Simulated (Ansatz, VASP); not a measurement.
Two plane-wave programs on CdS

Contents of INCAR:

```
ALGO = Normal
EDIFF = 1E-7
EDIFFG = -0.002
ENCUT = 600
GGA = CA
IBRION = 2
ISIF = 3
ISMEAR = 0
LASPH = True
LCHARG = False
LREAL = False
LWAVE = False
NELM = 80
NSW = 100
PREC = Accurate
SIGMA = 0.02
```

The input KPOINTS:

```
k-points
0
Gamma
  6 6 4
```

Contents of POSCAR:

```
CdS
1.0
    4.1688381000      0.0000000000      0.0000000000
   -2.0844190500      3.6103197000      0.0000000000
    0.0000000000      0.0000000000      6.7796174100
Cd S
2 2
Direct
    0.6666666700      0.3333333300      0.5002243700
    0.3333333300      0.6666666700      0.0002243700
    0.6666666700      0.3333333300      0.8767756300
    0.3333333300      0.6666666700      0.3767756300
```

Input for Ansatz:

```yaml
crystal:
  lattice:
    - [4.1688381, 0.0, 0.0]
    - [-2.08441905, 3.6103197, 0.0]
    - [0.0, 0.0, 6.77961741]
  atoms:
    - { symbol: Cd, position: [0.66666667, 0.33333333, 0.50022437] }
    - { symbol: Cd, position: [0.33333333, 0.66666667, 0.00022437] }
    - { symbol: S, position: [0.66666667, 0.33333333, 0.87677563] }
    - { symbol: S, position: [0.33333333, 0.66666667, 0.37677563] }
basis:
  ecutwfc: 600.0
kpoints:
  mp_grid: { grid: [6, 6, 4] }
hamiltonian:
  xc: lda
  pseudopotentials: { kind: paw, azcp: { folder: soft_1 } }
scf:
  occupations: { method: gaussian, width: 0.02 }
output:
  forces: true
  stress: true
  eigenvalues: true
  write_density: true
  write_potential: true
  elf: true
  volumetric_format: npy
relax:
  adjacent_minimum: "off"
  f_tol: 0.002
  max_steps: 80
  cell: { stress_tol: 0.02 }
```

Alike in both runs: task relaxation of cell and atoms; functional LDA; k mesh 6 × 6 × 4; occupations gaussian, width 0.02 eV; no spin polarisation.

|  | VASP | Ansatz |
| --- | --- | --- |
| version | VASP 6.6.1 | Ansatz 0.2.0 |
| potentials or method | VASP PAW LDA potentials, release 64 (Cd, S), cutoff 600 eV | scalar-relativistic, plane waves, PAW |
| valence electrons in the cell | 36 | 52 |

Ansatz gave:

```
gap on the k mesh at the Fermi level, each at its own relaxed structure (eV) : 1.03
relaxed volume (Å³/atom)                                                     : 23.86
relaxed cell length with the largest relative difference (Å)                 : 4.074
```

Which values does VASP return?

gap on the k mesh at the Fermi level, each at its own relaxed structure (eV): 1.04; relaxed volume (Å³/atom): 24.03; relaxed cell length with the largest relative difference (Å): 4.085.

Ansatz warns that its potentials were made for another functional, while VASP's fit it. LDA's correlation is that of Perdew and Zunger in VASP and of Perdew and Wang (1992) in Ansatz. VASP's potentials hold 36 valence electrons a cell and Ansatz's 52, so a difference there can come from the potentials and not from the codes.
